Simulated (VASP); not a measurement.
# GaGe16 (a cell with a defect) in VASP: single point with PBE+D3(BJ)

Aim: the single point of GaGe16 (a cell with a defect) with PBE+D3(BJ).

Everything below comes from runs of VASP 6.6.1. Logs are shortened: lines on timing, memory, paths and dates and some standing lists are left out, and cuts for length are marked.

## (1) The cell of the first run

The cell holds a defect, 17 atoms: a = 8.004 Å, b = 8.004 Å, c = 8.004 Å, α = 60.00°, β = 60.00°, γ = 60.00°.

## (2) Single point, PBE+D3(BJ)

The input, INCAR:

```
PREC = Accurate
ENCUT = 520
EDIFF = 1E-7
ISMEAR = -1
SIGMA = 0.15
LREAL = Auto
LASPH = T
NELM = 60
ALGO = Normal
ISIF = 2
LWAVE = F
LCHARG = T
GGA = PE
IVDW = 12
LELF = T
LVHAR = T
NBANDS = 132
```

The input, KPOINTS:

```
regular mesh
0
Gamma
  2 2 2
```

The input, POSCAR:

```
GaGe16
1.0
    0.0000000000      5.6600000000      5.6600000000
    5.6600000000      0.0000000000      5.6600000000
    5.6600000000      5.6600000000      0.0000000000
Ge Ga
16 1
Direct
   -0.0036137443     -0.0043807792      0.0046172650
    0.1226484207      0.1214312002      0.1354682540
    0.0023138062     -0.0000116988      0.4998399423
    0.1229473892      0.1218009725      0.6217335917
   -0.0038208611      0.5045458532      0.0044514097
    0.1280105382      0.6242756474      0.1242190483
   -0.0036289827      0.5046984613      0.4955610702
    0.1226227583      0.6356133380      0.6213350201
    0.5059467213     -0.0048726735      0.0042885984
    0.6250531889      0.1276076324      0.1239998662
    0.5060294616     -0.0046471923      0.4953130280
    0.6379024102      0.1210087169      0.6209436571
    0.5003547178      0.4999324773     -0.0000844231
    0.6248756424      0.6238434189      0.1237885797
    0.5059370927      0.5043685059      0.4950707336
    0.6250399195      0.6240399922      0.6275923754
    0.2524224210      0.2499810276      0.7498280834
```

Potentials or basis: VASP PAW PBE potentials, release 64 (Ge_d, Ga_d).

Started as:

```bash
cat potpaw_PBE.64/Ge_d/POTCAR potpaw_PBE.64/Ga_d/POTCAR > POTCAR
mpirun -np 1 vasp_std > vasp.out
```

OUTCAR:

```text
PREC = Accurate
   ENCUT = 520
   EDIFF = 1E-7
   ISMEAR = -1
   LREAL = Auto
   LASPH = T
   NELM = 60
   ISIF = 2
   GGA = PE
   IVDW = 12
 IVDW          = 12

 ion  position               nearest neighbor table
   1  0.996  0.996  0.005-  10 2.43   6 2.43   4 2.50   2 2.50  17 2.89
   2  0.123  0.121  0.135-   3 2.38   1 2.50   5 2.50   9 2.51  17 2.52
   3  0.002  1.000  0.500-   4 2.38   2 2.38   8 2.38  12 2.38
   4  0.123  0.122  0.622-   3 2.38   1 2.50   7 2.50  11 2.50  17 2.52
   5  0.996  0.505  0.004-  14 2.43   6 2.43   2 2.50   8 2.50  17 2.88
   6  0.128  0.624  0.124-   5 2.43   7 2.43   1 2.43  13 2.43
   7  0.996  0.505  0.496-  16 2.43   6 2.43   4 2.50   8 2.50  17 2.89
   8  0.123  0.636  0.621-   3 2.38   7 2.50   5 2.50  15 2.51  17 2.52
   9  0.506  0.995  0.004-  14 2.43  10 2.43   2 2.51  12 2.51  17 2.88
  10  0.625  0.128  0.124-   9 2.43  11 2.43   1 2.43  13 2.43
  11  0.506  0.995  0.495-  10 2.43  16 2.43   4 2.50  12 2.50  17 2.88
  12  0.638  0.121  0.621-   3 2.38  11 2.50   9 2.51  15 2.51  17 2.52
  13  0.500  0.500  1.000-  14 2.43  16 2.43  10 2.43   6 2.43
  14  0.625  0.624  0.124-  15 2.43   9 2.43   5 2.43  13 2.43
  15  0.506  0.504  0.495-  14 2.43  16 2.43   8 2.51  12 2.51  17 2.87
  16  0.625  0.624  0.628-  15 2.43  11 2.43   7 2.43  13 2.43
  17  0.252  0.250  0.750-  12 2.52   8 2.52   2 2.52   4 2.52  15 2.87   9 2.88  11 2.88   5 2.88
                             7 2.89   1 2.89

  LATTYP: Found a face centered cubic cell.
 ALAT       =    11.3200000000

  Lattice vectors:

 A1 = (   0.0000000000,   5.6600000000,   5.6600000000)
 A2 = (   5.6600000000,   0.0000000000,   5.6600000000)
 A3 = (   5.6600000000,   5.6600000000,   0.0000000000)

Analysis of symmetry for initial positions (statically):
=====================================================================
 Subroutine PRICEL returns:
 Original cell was already a primitive cell.

 Routine SETGRP: Setting up the symmetry group for a
 face centered cubic supercell.

 Subroutine GETGRP returns: Found  1 space group operations
 (whereof  1 operations were pure point group operations)
 out of a pool of 48 trial point group operations.

The static configuration has the point symmetry C_1 .

Analysis of symmetry for dynamics (positions and initial velocities):
=====================================================================
 Subroutine PRICEL returns:
 Original cell was already a primitive cell.

 Routine SETGRP: Setting up the symmetry group for a
 face centered cubic supercell.

 Subroutine GETGRP returns: Found  1 space group operations
 (whereof  1 operations were pure point group operations)
 out of a pool of 48 trial point group operations.

The dynamic configuration has the point symmetry C_1 .

 Subroutine INISYM returns: Found  1 space group operations
 (whereof  1 operations are pure point group operations),
 and found     1 'primitive' translations

----------------------------------------------------------------------------------------

                                     Primitive cell

  volume of cell :     362.6430

  direct lattice vectors                    reciprocal lattice vectors
     0.000000000  5.660000000  5.660000000    -0.088339223  0.088339223  0.088339223
     5.660000000  0.000000000  5.660000000     0.088339223 -0.088339223  0.088339223
     5.660000000  5.660000000  0.000000000     0.088339223  0.088339223 -0.088339223

  length of vectors
     8.004448763  8.004448763  8.004448763     0.153008022  0.153008022  0.153008022

  position of ions in fractional coordinates (direct lattice)
     0.996386256  0.995619221  0.004617265
     0.122648421  0.121431200  0.135468254
     0.002313806  0.999988301  0.499839942
     0.122947389  0.121800972  0.621733592
     0.996179139  0.504545853  0.004451410
     0.128010538  0.624275647  0.124219048
[... 9 lines left out ...]
     0.625039919  0.624039992  0.627592375
     0.252422421  0.249981028  0.749828083

  ion indices of the primitive-cell ions
   primitive index   ion index
                 1           1
                 2           2
                 3           3
                 4           4
                 5           5
                 6           6
[... 9 lines left out ...]
                16          16
                17          17

----------------------------------------------------------------------------------------

 KPOINTS: regular mesh

Automatic generation of k-mesh.
 Grid dimensions read from file:
 generate k-points for:    2    2    2

 Generating k-lattice:

  Cartesian coordinates                     Fractional coordinates (reciprocal lattice)
    -0.044169611  0.044169611  0.044169611     0.500000000  0.000000000  0.000000000
     0.044169611 -0.044169611  0.044169611     0.000000000  0.500000000  0.000000000
     0.044169611  0.044169611 -0.044169611     0.000000000  0.000000000  0.500000000

  Length of vectors
     0.076504011  0.076504011  0.076504011

  Shift w.r.t. Gamma in fractional coordinates (k-lattice)
     0.000000000  0.000000000  0.000000000

 Subroutine IBZKPT returns following result:
 ===========================================

 Found      8 irreducible k-points:

 Following reciprocal coordinates:
            Coordinates               Weight
  0.000000  0.000000  0.000000      1.000000
  0.500000  0.000000  0.000000      1.000000
  0.000000  0.500000  0.000000      1.000000
  0.000000  0.000000  0.500000      1.000000
  0.500000  0.500000  0.500000      1.000000
  0.500000  0.500000  0.000000      1.000000
  0.000000  0.500000  0.500000      1.000000
  0.500000  0.000000  0.500000      1.000000
   k-points           NKPTS =      8   k-points in BZ     NKDIM =      8   number of bands    NBANDS=    132
   number of dos      NEDOS =    301   number of ions     NIONS =     17
   total plane-waves  NPLWV = 216000
   dimension x,y,z NGX =    60 NGY =   60 NGZ =   60
   dimension x,y,z NGXF=   120 NGYF=  120 NGZF=  120
   ions per type =              16   1
   NGX,Y,Z   is equivalent  to a cutoff of  12.46, 12.46, 12.46 a.u.
   NGXF,Y,Z  is equivalent  to a cutoff of  24.92, 24.92, 24.92 a.u.
 SYSTEM =  unknown system
   PREC   = accura    normal or accurate (medium, high low for compatibility)
   ISTART =      0    job   : 0-new  1-cont  2-samecut
   ICHARG =      2    charge: 1-file 2-atom 10-const
   ISPIN  =      1    spin polarized calculation?
   LNONCOLLINEAR =      F non collinear calculations
   LSORBIT =      F    spin-orbit coupling
   LASPH  =      T    aspherical Exc in radial PAW
   ENCUT  =  520.0 eV  38.22 Ry    6.18 a.u.  14.88 14.88 14.88*2*pi/ulx,y,z
   NELM   =     60;   NELMIN=  2; NELMDL= -5     # of ELM steps
   EDIFF  = 0.1E-06   stopping-criterion for ELM
   LREAL  =      T    real-space projection
   EDIFFG = 0.1E-05   stopping-criterion for IOM
   NSW    =      0    number of steps for IOM
   IBRION =     -1    ionic relax: 0-MD 1-quasi-New 2-CG
   NFREE  =      0    steps in history (QN), initial steepest desc. (CG)
   ISIF   =      2    stress and relaxation
   ISYM   =      2    0-nonsym 1-usesym 2-fastsym
   POTIM  = 0.5000    time-step for ionic-motion
   TEBEG  =    0.0;   TEEND  =   0.0 temperature during run
   PSTRESS=    0.0 pullay stress
   NELECT =     237.0000    total number of electrons
   NUPDOWN=      -1.0000    fix difference up-down
   EMIN   =  10.00;   EMAX   =-10.00  energy-range for DOS
   EFERMI =   0.00;   METHOD = LEGACY
   ISMEAR =    -1;   SIGMA  =   0.15  broadening in eV -4-tet -1-fermi 0-gaus
   EFERMI_NEDOS =   21; number of points for ismear=-14 and -15
   IALGO  =     38    algorithm
   IMIX   =      4    mixing-type and parameters
     AMIX     =   0.40;   BMIX     =  1.00
     AMIX_MAG =   1.60;   BMIX_MAG =  1.00
  volume/ion in A,a.u.               =      21.33       143.96
  Fermi-wavevector in a.u.,A,eV,Ry     =   1.420685  2.684706 27.461270  2.018346
  Thomas-Fermi vector in A             =   2.541574
   LORBIT       =      0    0 simple, 1 ext, 2 COOP (PROOUT), +10 PAW based schemes
   GGA     = PE    functional components
   LHFCALC =     F    Hartree Fock is set to
   AEXX    =    0.0000 exact exchange contribution
   IVDW    =    12    specifies the selected vdW correction
   LEPSILON=     F    determine dielectric tensor
   LRPA    =     F    only Hartree local field effects (RPA)
 non-spin polarized calculation
  energy-cutoff  :      520.00
  volume of cell :      362.64
 maximum number of plane-waves:      9841
 NGX is ok and might be reduce to    60
   NGX = 29   NGY = 29   NGZ = 29

 number of electron     236.9999957 magnetization

 Free energy of the ion-electron system (eV)
  ---------------------------------------------------
  ext. energy  EPLUGINS =         0.00000000
  ---------------------------------------------------
  free energy    TOTEN  =       -70.88786218 eV

  energy without entropy =      -70.52500788  energy(sigma->0) =      -70.70643503

 E-fermi :   5.5037     XC(G=0): -10.1998

 val. band max:        5.4357000361   @ k =   0.0000   0.0000   0.0000
 cond. band min:       5.5578922229   @ k =   0.5000   0.5000   0.5000
 fundamental gap:      0.1221921868
 Fermi energy:         5.5037481540

 k-point     1 :       0.0000    0.0000    0.0000
  band No.  band energies     occupation
      1     -19.3894      2.00000
      2     -19.3890      2.00000
      3     -19.3887      2.00000
      4     -19.3445      2.00000
      5     -19.3444      2.00000
      6     -19.3442      2.00000
[... 122 lines left out ...]
    129       7.4084      0.00001
    130       7.4147      0.00001

 k-point     2 :       0.5000    0.0000    0.0000
  band No.  band energies     occupation
      1     -19.4008      2.00000
      2     -19.3918      2.00000
      3     -19.3915      2.00000
      4     -19.3597      2.00000
      5     -19.3566      2.00000
      6     -19.3565      2.00000
[... 122 lines left out ...]
    129       9.0023      0.00000
    130       9.0052      0.00000

 k-point     3 :       0.0000    0.5000    0.0000
  band No.  band energies     occupation
      1     -19.4005      2.00000
      2     -19.3921      2.00000
      3     -19.3916      2.00000
      4     -19.3599      2.00000
      5     -19.3567      2.00000
      6     -19.3565      2.00000
[... 122 lines left out ...]
    129       9.0032      0.00000
    130       9.0076      0.00000

 k-point     4 :       0.0000    0.0000    0.5000
  band No.  band energies     occupation
      1     -19.4004      2.00000
      2     -19.3921      2.00000
      3     -19.3916      2.00000
      4     -19.3599      2.00000
      5     -19.3567      2.00000
      6     -19.3565      2.00000
[... 122 lines left out ...]
    129       9.0034      0.00000
    130       9.0077      0.00000

 k-point     5 :       0.5000    0.5000    0.5000
  band No.  band energies     occupation
      1     -19.4002      2.00000
      2     -19.3922      2.00000
      3     -19.3919      2.00000
      4     -19.3600      2.00000
      5     -19.3567      2.00000
      6     -19.3566      2.00000
[... 122 lines left out ...]
    129       9.0057      0.00000
    130       9.0084      0.00000

 k-point     6 :       0.5000    0.5000    0.0000
  band No.  band energies     occupation
      1     -19.4007      2.00000
      2     -19.3947      2.00000
      3     -19.3942      2.00000
      4     -19.3586      2.00000
      5     -19.3575      2.00000
      6     -19.3575      2.00000
[... 122 lines left out ...]
    129       9.2574      0.00000
    130       9.6216      0.00000

 k-point     7 :       0.0000    0.5000    0.5000
  band No.  band energies     occupation
      1     -19.4007      2.00000
      2     -19.3945      2.00000
      3     -19.3945      2.00000
      4     -19.3586      2.00000
      5     -19.3575      2.00000
      6     -19.3575      2.00000
[... 122 lines left out ...]
    129       9.2566      0.00000
    130       9.6216      0.00000

 k-point     8 :       0.5000    0.0000    0.5000
  band No.  band energies     occupation
      1     -19.4007      2.00000
      2     -19.3947      2.00000
      3     -19.3943      2.00000
      4     -19.3586      2.00000
      5     -19.3575      2.00000
      6     -19.3575      2.00000
[... 122 lines left out ...]
    129       9.2573      0.00000
    130       9.6217      0.00000
 [bands above 130 left out]

------------------------ aborting loop because EDIFF is reached ----------------------------------------

 Edisp (eV)   -5.30001

 E8    (eV) :    -2.3783

  FORCE on cell =-STRESS in cart. coord.  units (eV):
  Direction    XX          YY          ZZ          XY          YZ          ZX
  --------------------------------------------------------------------------------------
  -------------------------------------------------------------------------------------
  Total      16.24555    16.24692    16.24713     0.01478    -0.00006     0.01348
  in kB      71.77376    71.77980    71.78075     0.06532    -0.00028     0.05953
  external pressure =       71.78 kB  Pullay stress =        0.00 kB

 VOLUME and BASIS-vectors are now :
 -----------------------------------------------------------------------------
  energy-cutoff  :      520.00
  volume of cell :      362.64
      direct lattice vectors                 reciprocal lattice vectors
     0.000000000  5.660000000  5.660000000    -0.088339223  0.088339223  0.088339223
     5.660000000  0.000000000  5.660000000     0.088339223 -0.088339223  0.088339223
     5.660000000  5.660000000  0.000000000     0.088339223  0.088339223 -0.088339223

 POSITION                                       TOTAL-FORCE (eV/Angst)
 -----------------------------------------------------------------------------------
      5.66134      5.66568     11.27475        -0.000255      0.000940     -0.004059
      1.45405      1.46094      1.38149         0.006823      0.007242     -0.006017
      8.48903      2.84219      5.67303        -0.000074     -0.002460     -0.002718
      4.20841      4.21489      1.38528        -0.008500     -0.007758     -0.007646
      2.88092      5.66357      8.49410         0.004898      0.001087      0.001106
      4.23648      1.42762      4.25794        -0.000191      0.000110      0.000140
[... 9 lines left out ...]
      7.08424      7.08990      7.06979        -0.000169     -0.000409      0.000295
      5.65892      5.67274      2.84360         0.000229     -0.004343     -0.004676
 -----------------------------------------------------------------------------------
    total drift:                               -0.000688      0.002373      0.002477

  FREE ENERGIE OF THE ION-ELECTRON SYSTEM (eV)
  ---------------------------------------------------
  free  energy   TOTEN  =       -76.1878751059 eV

  energy  without entropy=      -75.8250208067  energy(sigma->0) =      -76.00644796
```

Wall time 19 min (1 thread of Intel Xeon Platinum 8259CL at 2.50GHz (Skylake/Cascade Lake), shared host); peak memory 0.62 GiB.

What came out:

| Quantity | Value |
| --- | --- |
| Free energy | -76.1879 eV |
| Pressure | 7.2 GPa |
| Largest force | 0.014 eV/Å |
| Dispersion energy per atom | -0.312 eV |

Forces on the atoms (eV/Å):
```
Ge   0.000  0.001 -0.004
Ge   0.007  0.007 -0.006
Ge   0.000 -0.002 -0.003
Ge  -0.009 -0.008 -0.008
Ge   0.005  0.001  0.001
Ge   0.000  0.000  0.000
Ge   0.000 -0.004  0.001
Ge   0.007 -0.006  0.007
Ge   0.000  0.006  0.001
Ge   0.000  0.000  0.000
Ge  -0.005  0.000  0.000
Ge  -0.006  0.007  0.007
Ge   0.000  0.001  0.001
Ge   0.001  0.001  0.001
Ge   0.000  0.001  0.006
Ge   0.000  0.000  0.000
Ga   0.000 -0.004 -0.005
```

Caveat: the k points lie up to 0.48 Å⁻¹ apart.
